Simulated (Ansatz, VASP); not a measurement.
## Mo in VASP and in Ansatz

INCAR

```
SYSTEM = Mo
  PREC = Accurate
  ENCUT = 520
  EDIFF = 1E-7
  ISMEAR = -1
  SIGMA = 0.05
  LREAL = .False.
  LASPH = .True.
  NELM = 80
  ALGO = Normal
  ISIF = 2
  LWAVE = .False.
  LCHARG = .False.
  LDIPOL = .True.
  IDIPOL = 3
  DIPOL = 0.5 0.5 0.500
  GGA = PS
  NBANDS = 43
```

Contents of KPOINTS:

```
Automatic mesh
0
Gamma
  9 9 1
  0 0 0
```

File POSCAR:

```
Mo
1.0
    4.4255791754      0.0000000000      0.0000000000
   -2.2127895877      3.8326639923      0.0000000000
    0.0000000000      0.0000000000     19.6135000000
Mo
5
Direct
    0.8333333330      0.1666666670      0.4078830841
    0.1666666670      0.8333333330      0.4539415419
    0.5000000000      0.5000000000      0.5000000000
    0.8333333330      0.1666666670      0.5460584581
    0.1666666670      0.8333333330      0.5921169159
```

Input for Ansatz:

```yaml
crystal:
  lattice:
    - [4.4255791754, 0.0, 0.0]
    - [-2.2127895877, 3.8326639923, 0.0]
    - [0.0, 0.0, 19.6135]
  atoms:
    - { symbol: Mo, position: [0.833333333, 0.166666667, 0.4078830841] }
    - { symbol: Mo, position: [0.166666667, 0.833333333, 0.4539415419] }
    - { symbol: Mo, position: [0.5, 0.5, 0.5] }
    - { symbol: Mo, position: [0.833333333, 0.166666667, 0.5460584581] }
    - { symbol: Mo, position: [0.166666667, 0.833333333, 0.5921169159] }
kpoints:
  mp_grid: { grid: [9, 9, 1] }
scf:
  occupations: { method: fermi_dirac, width: 0.05 }
hamiltonian:
  xc: pbesol
  pseudopotentials: { kind: all_electron, lapw: { basis_error: 0.001 } }
output:
  forces: true
  stress: true
  eigenvalues: true
  populations: true
  dos: { projected: true, de: 0.2, e_range: [-14, 8] }
efield:
  axis: 3
  amplitude: 0
  dipole_correction: true
```

Alike in both runs: task single point; functional PBEsol; k mesh 9 × 9 × 1; occupations fermi-dirac, width 0.05 eV; no spin polarisation.

|  | VASP | Ansatz |
| --- | --- | --- |
| version | VASP 6.6.1 | Ansatz 0.2.0 |
| potentials or method | VASP PAW PBE potentials, release 64 (Mo_sv), cutoff 520 eV | all-electron LAPW, scalar-relativistic |

```tsv
	VASP	Ansatz	Ansatz less VASP
rms of the force components (eV/Å)	1.084	1.092	+0.0081
```

VASP's potentials were made for PBE, not for PBEsol. Atom by atom the forces differ by 0.009 eV/Å (rms over components). Ansatz ran all-electron here, and VASP with PAW potentials.
